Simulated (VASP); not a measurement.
A run of VASP 6.6.1 is set up as follows.

File POSCAR:

```
WC
1.0
    2.9005014360      0.0000000000      0.0000000000
   -1.4502507180      2.5119079273      0.0000000000
    0.0000000000      0.0000000000      2.8290000000
W C
1 1
Direct
    0.0000000000      0.0000000000      0.0000000000
    0.6666666667      0.3333333333      0.5000000000
```

Contents of INCAR.step1:

```
SYSTEM = WC
ALGO     = Normal         ! electronic algorithm
EDIFF    = 1E-4           ! SCF threshold, eV
ENCUT    = 600            ! plane-wave cutoff, eV
GGA      = PE             ! functional
ISMEAR   = 0              ! smearing method
LASPH    = .TRUE.         ! aspherical terms in the spheres
LCHARG   = .FALSE.        ! write CHGCAR
LREAL    = .FALSE.        ! projectors in reciprocal space
LWAVE    = .TRUE.         ! write WAVECAR
NELM     = 60             ! most SCF steps
PREC     = Accurate       ! precision mode
SIGMA    = 0.1            ! smearing width, eV
```

INCAR.step2

```
SYSTEM = WC
ALGO     = Normal         ! electronic algorithm
EDIFF    = 1E-7           ! SCF threshold, eV
EDIFFG   = -0.005         ! ionic threshold
ENCUT    = 600            ! plane-wave cutoff, eV
IBRION   = 2              ! ionic algorithm
ISIF     = 3              ! what is computed and relaxed
ISMEAR   = 0              ! smearing method
ISTART   = 1            
LASPH    = .TRUE.         ! aspherical terms in the spheres
LCHARG   = .FALSE.        ! write CHGCAR
LMIXTAU  = .TRUE.       
LREAL    = .FALSE.        ! projectors in reciprocal space
LWAVE    = .FALSE.        ! write WAVECAR
METAGGA  = R2SCAN         ! meta-GGA
NELM     = 60             ! most SCF steps
NSW      = 100            ! ionic steps
PREC     = Accurate       ! precision mode
SIGMA    = 0.1            ! smearing width, eV
```

File KPOINTS:

```
k-points
0
G
  18 18 14
  0 0 0
```

Potentials or basis: VASP PAW PBE potentials, release 64 (W_sv, C).

Launch:

```console
$ cat potpaw_PBE.64/W_sv/POTCAR potpaw_PBE.64/C/POTCAR > POTCAR
$ cp INCAR.step1 INCAR
$ mpirun -np 1 vasp_std > vasp.out
$ cp INCAR.step2 INCAR
$ mpirun -np 1 vasp_std > vasp.out
```

Problem. What does it give for the space group after relaxing (to 0.1 Å)?

Solution. P-6m2 (No. 187).

Problem. Predict the relaxed cell.

Solution. a = 2.916 Å, b = 2.916 Å, c = 2.840 Å, α = 90.00°, β = 90.00°, γ = 120.00°.

Problem. Predict the relaxed volume.

Solution. 10.46 Å³/atom.

Final structure:
```
W C
1.0
     2.91627    0.00000    0.00000
    -1.45813    2.52556    0.00000
     0.00000    0.00000    2.84042
W C
1 1
Direct
  0.00000 0.00000 0.00000
  0.66667 0.33333 0.50000
```

Caveat: the PAW data sets were made with another functional, which shifts forces and pressure a little. Zero-point motion and thermal expansion aren't in these numbers.
